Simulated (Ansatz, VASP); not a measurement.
**One calculation of Ti, two programs**

```
CELL_PARAMETERS angstrom
0.00000 1.96910 1.99955
1.96910 0.00000 1.99955
1.96910 1.96910 0.00000
ATOMIC_POSITIONS crystal
Ti 0.00000 0.00000 0.00000
```

Change from the starting cell: strain -0.030 along x and y, -0.015 along z, atoms carried along.

Alike in both runs: task single point; functional r2SCAN; k mesh 20 × 20 × 20; occupations gaussian, width 0.15 eV; no spin polarisation.

```csv
,VASP,Ansatz
version,VASP 6.6.1,Ansatz 0.2.0
potentials or method,"VASP PAW PBE potentials, release 64 (Ti_sv), cutoff 520 eV","scalar-relativistic, plane waves, PAW"
valence electrons in the cell,12,12
```

|  | VASP | Ansatz | Ansatz less VASP |
| --- | --- | --- | --- |
| gap on the k mesh at the Fermi level (eV) | none | none | - |
| pressure (GPa) | 15.7 | 15.1 | -0.54 |
| traceless stress, the component that is largest in VASP (GPa) | -0.34 | -0.33 | +0.005 |

VASP's potentials were made for PBE, not for r2SCAN. A gap of «none» marks a metal or a gap that the smearing closes.
